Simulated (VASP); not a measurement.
Write the native input for VASP 6.6.1 that does the following.

* Task: single point
* Functional: PBE
* Dispersion: D3(BJ)
* Potentials or basis: VASP PAW PBE potentials, release 64 (Cs_sv, Cl, H)
* Cutoff: 400 eV
* k mesh: 1 × 1 × 1
* Occupations: fermi-dirac, width 0.05 eV
* Spin: collinear spin
* Starting moments: [0.0, 0.0, 0.0, 0.0, 0.0, 0.0, 0.0, 0.0, 0.0, 0.0, 0.0, 0.0, 0.0, 0.0, 0.0, 0.0, 1.0] μB
* Dipole correction: no
* Further INCAR settings: ALGO = Normal; EDIFF = 1e-06; NBANDS = 82

The structure of Cs8HCl8 (a cell with a defect) lies in POSCAR:

```
Cs8HCl8
1.0
    8.2873970000      0.0000000000      0.0000000000
    0.0000000000      8.2873970000      0.0000000000
    0.0000000000      0.0000000000      8.2873970000
Cs Cl H
8 8 1
Direct
    0.0018719375      0.0030994964      0.0007102942
    0.0102849257      0.0017049449      0.5039954724
    0.0018558687      0.4965794587      0.0007192545
    0.0103581605      0.4979712144      0.5040077441
    0.5071989150      0.0025302228      0.0007820646
    0.5129412451      0.0009038247      0.5039388809
    0.5071411161      0.4972572185      0.0007659605
    0.5129439574      0.4986524580      0.5039126756
    0.2578596306      0.2498689366      0.2540299276
    0.2578018087      0.2498689945      0.7503361106
    0.2529221381      0.7498804283      0.2262855162
    0.2536046667      0.7498842432      0.7749798636
    0.7570313224      0.2498240822      0.2546709126
    0.7570978339      0.2498249769      0.7500887763
    0.7545636443      0.7498133277      0.2537280117
    0.7550925353      0.7498116124      0.7506024674
    0.2580210940      0.7500152598      0.4614263672
```

These files were run (other wordings do the same):

INCAR

```
PREC = Accurate ; ENCUT = 400
EDIFF = 1E-6 ; ISMEAR = -1
SIGMA = 0.05 ; LREAL = False
LASPH = True ; NELM = 200
ALGO = Normal ; ISIF = 2
LWAVE = False ; LCHARG = False
ISPIN = 2 ; MAGMOM = 0 0 0 0 0 0 0 0 0 0 0 0 0 0 0 0 1
LORBIT = 11 ; GGA = PE
IVDW = 12 ; NBANDS = 82
GGA_COMPAT = False
```

KPOINTS

```
Automatic mesh
0
Gamma
  1 1 1
```

Potentials or basis: VASP PAW PBE potentials, release 64 (Cs_sv, Cl, H).

Launch:

```sh
$ cat potpaw_PBE.64/Cs_sv/POTCAR potpaw_PBE.64/Cl/POTCAR potpaw_PBE.64/H/POTCAR > POTCAR
$ mpirun -np 1 vasp_gam > vasp.out
```

It gave:

| Item | Value |
| --- | --- |
| Pressure | 1.0 GPa |
| Largest force | 0.074 eV/Å |
| Net moment | 1.00 μB per cell |
| Site moments | Cs +0.00, +0.01 (each value once); Cl -0.00, +0.15, +0.03, +0.00 (each value once); H +0.27 μB |
| Valence electrons inside the program's atomic spheres | Cs 6.59; Cl 5.15, 5.12, 5.14 (each value once); H 0.43 |
| Dispersion energy per atom | -0.197 eV |

Caveat: the k points lie up to 0.76 Å⁻¹ apart.

Run time: 2.2 min on 1 thread of Intel(R) Xeon(R) Platinum 8375C CPU @ 2.90GHz (Ice Lake), on a shared host, peak memory 0.51 GiB.
